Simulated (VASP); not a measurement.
Mo: single point with RPBE

Crystal: Mo.

```
Mo
1.0
     2.82189    0.00000    0.00000
    -1.41095    2.44383    0.00000
     0.00000    0.00000    9.84243
Mo
4
Direct
  0.00000 0.00000 0.00000
  0.00000 0.00000 0.50000
  0.33333 0.66667 0.25000
  0.66667 0.33333 0.75000
```

This isn't the form of Mo at room conditions, which is bcc.

```
Program             : VASP 6.6.1
Task                : single point
Functional          : RPBE
Potentials or basis : VASP PAW PBE potentials, release 64 (Mo_sv)
Cutoff              : 520 eV
k mesh              : 15 × 15 × 4
Occupations         : fermi-dirac, width 0.1 eV
Spin                : no spin polarisation
```

```yaml
Pressure: -7.9 GPa
Band_gap_on_the_k_mesh: zero (bands 28 and 29 overlap by 1.65 eV)
```

Stress tensor (GPa, compression positive):
```
-8.26  0.00  0.00
 0.00 -8.26  0.00
 0.00  0.00 -7.25
```

Levels at points of the mesh, in eV from the Fermi level:
```csv
k point,band 25,band 26,band 27,band 28,band 29,band 30,band 31,band 32
"(0.00, 0.00, 0.00)",-0.69,-0.57,-0.57,-0.34,-0.34,-0.19,-0.19,0.66
"(0.00, 0.00, 0.50)",-0.59,-0.59,-0.47,-0.47,-0.34,-0.34,-0.34,-0.34
```

It took 3.6 min on 1 thread of Intel Xeon 8259CL (shared host), peak memory 0.28 GiB.

Caveat: the cell stands under tension; the PAW data sets were made with another functional, which shifts forces and pressure a little.
